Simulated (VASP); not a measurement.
Wanted: the native input for a VASP 6.6.1 run.

```
Task                   : single point
Functional             : PBE
Dispersion             : D3(BJ)
Potentials or basis    : VASP PAW PBE potentials, release 64 (Mg, O, H)
Cutoff                 : 520 eV
k mesh                 : 3 × 3 × 3
Occupations            : gaussian, width 0.05 eV
Spin                   : collinear spin
Starting moments       : [0.0, 0.0, 0.0, 0.0, 0.0, 0.0, 0.0, 0.0, 0.0, 0.0, 0.0, 0.0, 0.0, 0.0, 0.0, 0.0, 1.0] μB
Dipole correction      : no
Further INCAR settings : LREAL = Auto; ALGO = Normal; EDIFF = 1e-06; NBANDS = 50
```

The structure of Mg8HO8 (a cell with a defect) lies in POSCAR:

```
Mg8HO8
1.0
    0.0000000000      4.2703000000      4.2703000000
    4.2703000000      0.0000000000      4.2703000000
    4.2703000000      4.2703000000      0.0000000000
Mg O H
8 8 1
Direct
    0.0009806440      0.0018854141     -0.0049968493
    0.0009608973      0.0018656473      0.5017595742
   -0.0017030947      0.5005231719      0.0004206059
    0.0009751207      0.4951258077      0.5017738086
    0.4996635897     -0.0008789242      0.0004385578
    0.4940956287      0.0019217258      0.5018156850
    0.4996687713      0.5005456613      0.0004432913
    0.4996613857      0.5005389628      0.4990248473
    0.2489489385      0.2498170150      0.2511826502
    0.2489478404      0.2498163580      0.7497147099
    0.2664140632      0.7444856487      0.2443866342
    0.2489484703      0.7512852943      0.7497150890
    0.7436109077      0.2673476950      0.2443573630
    0.7503999395      0.2498225178      0.7497211260
    0.7436013353      0.7444465305      0.2443476310
    0.7436147093      0.7444601680      0.7672371414
    0.8740734530      0.8752455059      0.3751056344
```

One way to write it, as run:

INCAR

```
SYSTEM = Mg8HO8
ALGO     = Normal         ! electronic algorithm
EDIFF    = 1E-6           ! SCF threshold, eV
ENCUT    = 520            ! plane-wave cutoff, eV
GGA      = PE             ! functional
ISIF     = 2              ! what is computed and relaxed
ISMEAR   = 0              ! smearing method
ISPIN    = 2              ! spin polarisation
IVDW     = 12             ! dispersion correction
LASPH    = .True.         ! aspherical terms in the spheres
LCHARG   = .False.        ! write CHGCAR
LORBIT   = 11             ! projections on sites
LREAL    = Auto         
LWAVE    = .False.        ! write WAVECAR
MAGMOM   = 0 0 0 0 0 0 0 0 0 0 0 0 0 0 0 0 1 ! initial moments
NBANDS   = 50             ! bands
NELM     = 150            ! most SCF steps
PREC     = Accurate       ! precision mode
SIGMA    = 0.05           ! smearing width, eV
```

KPOINTS

```
k-points
0
Gamma
  3 3 3
  0 0 0
```

Potentials or basis: VASP PAW PBE potentials, release 64 (Mg, O, H).

The run is started by

```bash
$ cat potpaw_PBE.64/Mg/POTCAR potpaw_PBE.64/O/POTCAR potpaw_PBE.64/H/POTCAR > POTCAR
$ mpirun -np 1 vasp_std > vasp.out
```

It gave:

```
Pressure                                              : -1.7 GPa
Largest force                                         : 0.030 eV/Å
Net moment                                            : 0.93 μB per cell
Site moments                                          : Mg +0.00; O -0.00, +0.10 (each value once); H +0.26 μB
Valence electrons inside the program's atomic spheres : Mg 0.38, 0.40 (each value once); O 5.08, 5.07 (each value once); H 0.56
Dispersion energy per atom                            : -0.274 eV
```

Caveat: the k points lie up to 0.42 Å⁻¹ apart; a moment this small can come from the mesh or the smearing.

Wall time 5.6 min on 1 thread of Intel(R) Xeon(R) 6975P-C (Granite Rapids) (shared host), peak memory 0.47 GiB.
